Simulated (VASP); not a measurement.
# AsSe4 (Im-3m) in VASP: a series of runs

Runs on AsSe4. Level: PBE. Tasks: single point, relaxation of cell and atoms.

Program: VASP 6.6.1. These are calculated values, not measurements. Logs are shortened: lines on timing, memory, paths and dates and some standing lists are left out, and cuts for length are marked.

## Step 1: The cell of the first run

It takes space group Im-3m (No. 229, cubic). Conventional cell: a = 6.404 Å, b = 6.404 Å, c = 6.404 Å, α = 90.00°, β = 90.00°, γ = 90.00°. As (site symmetry m-3m) has 8 Se at 2.77 Å within 3.7 Å. Within 3.7 Å of Se (site symmetry -3m) lie 2 As at 2.77 Å and 6 Se at 3.20 Å.

The cell was built from a structure type or drawn by symmetry, and may not be a known phase.

## Step 2: Single point, PBE

The input, INCAR:

```
ALGO     = Normal         # electronic algorithm
EDIFF    = 1E-6           # SCF threshold, eV
ENCUT    = 520            # plane-wave cutoff, eV
GGA      = PE             # functional
ISIF     = 2              # what is computed and relaxed
ISMEAR   = 0              # smearing method
LASPH    = T              # aspherical terms in the spheres
LCHARG   = T              # write CHGCAR
LELF     = T              # ELF
LREAL    = F              # projectors in reciprocal space
LVHAR    = T            
LWAVE    = F              # write WAVECAR
NBANDS   = 22             # bands
NELM     = 60             # most SCF steps
PREC     = Accurate       # precision mode
SIGMA    = 0.1            # smearing width, eV
```

The input, KPOINTS:

```
k-points
0
Gamma
  4 4 4
```

The input, POSCAR:

```
AsSe4
1.0
   -3.2018708700      3.2018708700      3.2018708700
    3.2018708700     -3.2018708700      3.2018708700
    3.2018708700      3.2018708700     -3.2018708700
As Se
1 4
Direct
    0.0000000000      0.0000000000      0.0000000000
    0.5000000000      0.5000000000      0.5000000000
    0.5000000000      0.0000000000      0.0000000000
    0.0000000000      0.0000000000      0.5000000000
    0.0000000000      0.5000000000      0.0000000000
```

Potentials or basis: VASP PAW PBE potentials, release 64 (As, Se).

Run with:

```sh
$ cat potpaw_PBE.64/As/POTCAR potpaw_PBE.64/Se/POTCAR > POTCAR
$ mpirun -np 1 vasp_std > vasp.out
```

OUTCAR:

```text
EDIFF = 1E-6
   ENCUT = 520
   GGA = PE
   ISIF = 2
   ISMEAR = 0
   LASPH = T
   LREAL = F
   NELM = 60
   PREC = Accurate

 ion  position               nearest neighbor table
   1  0.000  0.000  0.000-   2 2.77   3 2.77   4 2.77   5 2.77   4 2.77   5 2.77   3 2.77   2 2.77

   2  0.500  0.500  0.500-   1 2.77   1 2.77
   3  0.500  0.000  0.000-   1 2.77   1 2.77
   4  0.000  0.000  0.500-   1 2.77   1 2.77
   5  0.000  0.500  0.000-   1 2.77   1 2.77

  LATTYP: Found a body centered cubic cell.
 ALAT       =     6.4037417400

  Lattice vectors:

 A1 = (  -3.2018708700,   3.2018708700,   3.2018708700)
 A2 = (   3.2018708700,  -3.2018708700,   3.2018708700)
 A3 = (   3.2018708700,   3.2018708700,  -3.2018708700)

Analysis of symmetry for initial positions (statically):
=====================================================================
 Subroutine PRICEL returns:
 Original cell was already a primitive cell.

 Routine SETGRP: Setting up the symmetry group for a
 body centered cubic supercell.

 Subroutine GETGRP returns: Found 48 space group operations
 (whereof 48 operations were pure point group operations)
 out of a pool of 48 trial point group operations.

The static configuration has the point symmetry O_h .

Analysis of symmetry for dynamics (positions and initial velocities):
=====================================================================
 Subroutine PRICEL returns:
 Original cell was already a primitive cell.

 Routine SETGRP: Setting up the symmetry group for a
 body centered cubic supercell.

 Subroutine GETGRP returns: Found 48 space group operations
 (whereof 48 operations were pure point group operations)
 out of a pool of 48 trial point group operations.

The dynamic configuration has the point symmetry O_h .

 Subroutine INISYM returns: Found 48 space group operations
 (whereof 48 operations are pure point group operations),
 and found     1 'primitive' translations

----------------------------------------------------------------------------------------

                                     Primitive cell

  volume of cell :     131.3020

  direct lattice vectors                    reciprocal lattice vectors
    -3.201870870  3.201870870  3.201870870     0.000000000  0.156158702  0.156158702
     3.201870870 -3.201870870  3.201870870     0.156158702  0.000000000  0.156158702
     3.201870870  3.201870870 -3.201870870     0.156158702  0.156158702  0.000000000

  length of vectors
     5.545803026  5.545803026  5.545803026     0.220841755  0.220841755  0.220841755

  position of ions in fractional coordinates (direct lattice)
     0.000000000  0.000000000  0.000000000
     0.500000000  0.500000000  0.500000000
     0.500000000  0.000000000  0.000000000
     0.000000000  0.000000000  0.500000000
     0.000000000  0.500000000  0.000000000

  ion indices of the primitive-cell ions
   primitive index   ion index
                 1           1
                 2           2
                 3           3
                 4           4
                 5           5

----------------------------------------------------------------------------------------

 KPOINTS: k-points

Automatic generation of k-mesh.
 Grid dimensions read from file:
 generate k-points for:    4    4    4

 Generating k-lattice:

  Cartesian coordinates                     Fractional coordinates (reciprocal lattice)
     0.000000000  0.039039676  0.039039676     0.250000000  0.000000000  0.000000000
     0.039039676  0.000000000  0.039039676     0.000000000  0.250000000  0.000000000
     0.039039676  0.039039676  0.000000000     0.000000000  0.000000000  0.250000000

  Length of vectors
     0.055210439  0.055210439  0.055210439

  Shift w.r.t. Gamma in fractional coordinates (k-lattice)
     0.000000000  0.000000000  0.000000000

 Subroutine IBZKPT returns following result:
 ===========================================

 Found      8 irreducible k-points:

 Following reciprocal coordinates:
            Coordinates               Weight
  0.000000  0.000000  0.000000      1.000000
  0.250000  0.000000  0.000000     12.000000
  0.500000  0.000000  0.000000      6.000000
  0.250000  0.250000  0.000000     24.000000
  0.250000  0.250000  0.250000      2.000000
 -0.250000  0.250000  0.250000      6.000000
  0.500000  0.500000  0.250000     12.000000
  0.500000  0.500000  0.500000      1.000000
   k-points           NKPTS =      8   k-points in BZ     NKDIM =      8   number of bands    NBANDS=     22
   number of dos      NEDOS =    301   number of ions     NIONS =      5
   total plane-waves  NPLWV =  74088
   dimension x,y,z NGX =    42 NGY =   42 NGZ =   42
   dimension x,y,z NGXF=    84 NGYF=   84 NGZF=   84
   ions per type =               1   4
   NGX,Y,Z   is equivalent  to a cutoff of  12.59, 12.59, 12.59 a.u.
   NGXF,Y,Z  is equivalent  to a cutoff of  25.18, 25.18, 25.18 a.u.
 SYSTEM =  unknown system
   PREC   = accura    normal or accurate (medium, high low for compatibility)
   ISTART =      0    job   : 0-new  1-cont  2-samecut
   ICHARG =      2    charge: 1-file 2-atom 10-const
   ISPIN  =      1    spin polarized calculation?
   LNONCOLLINEAR =      F non collinear calculations
   LSORBIT =      F    spin-orbit coupling
   LASPH  =      T    aspherical Exc in radial PAW
   ENCUT  =  520.0 eV  38.22 Ry    6.18 a.u.  10.31 10.31 10.31*2*pi/ulx,y,z
   NELM   =     60;   NELMIN=  2; NELMDL= -5     # of ELM steps
   EDIFF  = 0.1E-05   stopping-criterion for ELM
   LREAL  =      F    real-space projection
   EDIFFG = 0.1E-04   stopping-criterion for IOM
   NSW    =      0    number of steps for IOM
   IBRION =     -1    ionic relax: 0-MD 1-quasi-New 2-CG
   NFREE  =      0    steps in history (QN), initial steepest desc. (CG)
   ISIF   =      2    stress and relaxation
   ISYM   =      2    0-nonsym 1-usesym 2-fastsym
   POTIM  = 0.5000    time-step for ionic-motion
   TEBEG  =    0.0;   TEEND  =   0.0 temperature during run
   PSTRESS=    0.0 pullay stress
   NELECT =      29.0000    total number of electrons
   NUPDOWN=      -1.0000    fix difference up-down
   EMIN   =  10.00;   EMAX   =-10.00  energy-range for DOS
   EFERMI =   0.00;   METHOD = LEGACY
   ISMEAR =     0;   SIGMA  =   0.10  broadening in eV -4-tet -1-fermi 0-gaus
   EFERMI_NEDOS =   21; number of points for ismear=-14 and -15
   IALGO  =     38    algorithm
   IMIX   =      4    mixing-type and parameters
     AMIX     =   0.40;   BMIX     =  1.00
     AMIX_MAG =   1.60;   BMIX_MAG =  1.00
  volume/ion in A,a.u.               =      26.26       177.21
  Fermi-wavevector in a.u.,A,eV,Ry     =   0.989579  1.870033 13.323724  0.979266
  Thomas-Fermi vector in A             =   2.121188
   LORBIT       =      0    0 simple, 1 ext, 2 COOP (PROOUT), +10 PAW based schemes
   GGA     = PE    functional components
   LHFCALC =     F    Hartree Fock is set to
   AEXX    =    0.0000 exact exchange contribution
   IVDW    =     0    specifies the selected vdW correction
   LEPSILON=     F    determine dielectric tensor
   LRPA    =     F    only Hartree local field effects (RPA)
 non-spin polarized calculation
 Gauss-broadening in eV      SIGMA  =   0.10
  energy-cutoff  :      520.00
  volume of cell :      131.30
 maximum number of plane-waves:      3564
 NGX is ok and might be reduce to    42
   NGX = 21   NGY = 21   NGZ = 21

 number of electron      28.9999999 magnetization

 Free energy of the ion-electron system (eV)
  ---------------------------------------------------
  ext. energy  EPLUGINS =         0.00000000
  ---------------------------------------------------
  free energy    TOTEN  =       -16.09021635 eV

  energy without entropy =      -16.05445851  energy(sigma->0) =      -16.07233743

 E-fermi :   2.7287     XC(G=0):  -9.1296

 val. band max:        2.6982096167   @ k =   0.2500   0.2500   0.0000
 cond. band min:       2.7372760988   @ k =   0.5000   0.0000   0.0000
 fundamental gap:      0.0390664821
 Fermi energy:         2.7287490381

 k-point     1 :       0.0000    0.0000    0.0000
  band No.  band energies     occupation
      1     -11.9796      2.00000
      2      -9.1422      2.00000
      3      -9.1422      2.00000
      4      -9.1422      2.00000
      5      -6.1371      2.00000
      6      -2.9712      2.00000
[... 14 lines left out ...]
     21       7.9191      0.00000
     22       7.9191      0.00000

 k-point     2 :       0.2500    0.0000    0.0000
  band No.  band energies     occupation
      1     -11.6731      2.00000
      2      -9.6019      2.00000
      3      -9.2678      2.00000
      4      -9.1940      2.00000
      5      -6.7119      2.00000
      6      -2.8877      2.00000
[... 14 lines left out ...]
     21       7.6877      0.00000
     22       7.9810      0.00000

 k-point     3 :       0.5000    0.0000    0.0000
  band No.  band energies     occupation
      1     -11.0650      2.00000
      2     -10.3987      2.00000
      3      -9.3823      2.00000
      4      -9.2440      2.00000
      5      -7.0058      2.00000
      6      -2.8086      2.00000
[... 14 lines left out ...]
     21       9.7904      0.00000
     22       9.9420      0.00000

 k-point     4 :       0.2500    0.2500    0.0000
  band No.  band energies     occupation
      1     -11.1387      2.00000
      2     -10.0249      2.00000
      3      -9.8451      2.00000
      4      -9.1099      2.00000
      5      -7.0019      2.00000
      6      -2.2420      2.00000
[... 14 lines left out ...]
     21       9.1144      0.00000
     22       9.5874      0.00000

 k-point     5 :       0.2500    0.2500    0.2500
  band No.  band energies     occupation
      1     -10.8238      2.00000
      2      -9.8990      2.00000
      3      -9.8990      2.00000
      4      -9.8990      2.00000
      5      -6.6175      2.00000
      6      -1.2164      2.00000
[... 14 lines left out ...]
     21      10.8396      0.00000
     22      10.8396      0.00000

 k-point     6 :      -0.2500    0.2500    0.2500
  band No.  band energies     occupation
      1     -11.3770      2.00000
      2      -9.7891      2.00000
      3      -9.7891      2.00000
      4      -8.7059      2.00000
      5      -7.4589      2.00000
      6      -1.6586      2.00000
[... 14 lines left out ...]
     21       8.1445      0.00000
     22       8.8011      0.00000

 k-point     7 :       0.5000    0.5000    0.2500
  band No.  band energies     occupation
      1     -10.7726      2.00000
      2     -10.3425      2.00000
      3     -10.0175      2.00000
      4      -8.5183      2.00000
      5      -7.9367      2.00000
      6      -1.5152      2.00000
[... 14 lines left out ...]
     21       9.9798      0.00000
     22      10.4212      0.00000

 k-point     8 :       0.5000    0.5000    0.5000
  band No.  band energies     occupation
      1     -10.2840      2.00000
      2     -10.2840      2.00000
      3     -10.2840      2.00000
      4      -8.8773      2.00000
      5      -8.1634      2.00000
      6      -1.7990      2.00000
[... 14 lines left out ...]
     21      10.6360      0.00000
     22      10.6360      0.00000

------------------------ aborting loop because EDIFF is reached ----------------------------------------

  FORCE on cell =-STRESS in cart. coord.  units (eV):
  Direction    XX          YY          ZZ          XY          YZ          ZX
  --------------------------------------------------------------------------------------
  -------------------------------------------------------------------------------------
  Total       -2.2611095     -2.2611095     -2.2611095      0.0000000      0.0000000     -0.0000000
  in kB      -27.5905747    -27.5905747    -27.5905747      0.0000000      0.0000000     -0.0000000
  external PRESSURE =     -27.5905747 kB  Pullay stress =       0.0000000 kB

 VOLUME and BASIS-vectors are now :
 -----------------------------------------------------------------------------
  energy-cutoff  :      520.00
  volume of cell :      131.30
      direct lattice vectors                 reciprocal lattice vectors
    -3.201870870  3.201870870  3.201870870     0.000000000  0.156158702  0.156158702
     3.201870870 -3.201870870  3.201870870     0.156158702  0.000000000  0.156158702
     3.201870870  3.201870870 -3.201870870     0.156158702  0.156158702  0.000000000

 POSITION                                       TOTAL-FORCE (eV/Angst)
 -----------------------------------------------------------------------------------
      0.00000      0.00000      0.00000        -0.000000      0.000000     -0.000000
      1.60094      1.60094      1.60094        -0.000000     -0.000000      0.000000
     -1.60094      1.60094      1.60094         0.000000     -0.000000      0.000000
      1.60094      1.60094     -1.60094         0.000000      0.000000      0.000000
      1.60094     -1.60094      1.60094        -0.000000     -0.000000     -0.000000
 -----------------------------------------------------------------------------------
    total drift:                               -0.000000     -0.000000      0.000000

  FREE ENERGIE OF THE ION-ELECTRON SYSTEM (eV)
  ---------------------------------------------------
  free  energy   TOTEN  =       -16.0902163517 eV

  energy  without entropy=      -16.0544585124  energy(sigma->0) =      -16.07233743
```

It took 16 s on 1 thread of AMD EPYC 9R45 (Zen 5), shared host; peak memory 0.21 GiB.

What came out:

```yaml
Free_energy: -16.0902 eV
Pressure: -2.8 GPa
Band_gap_on_the_k_mesh: zero (an odd number of electrons rules out a gap without spin polarisation)
```

(Continued in part 2 of 3.)
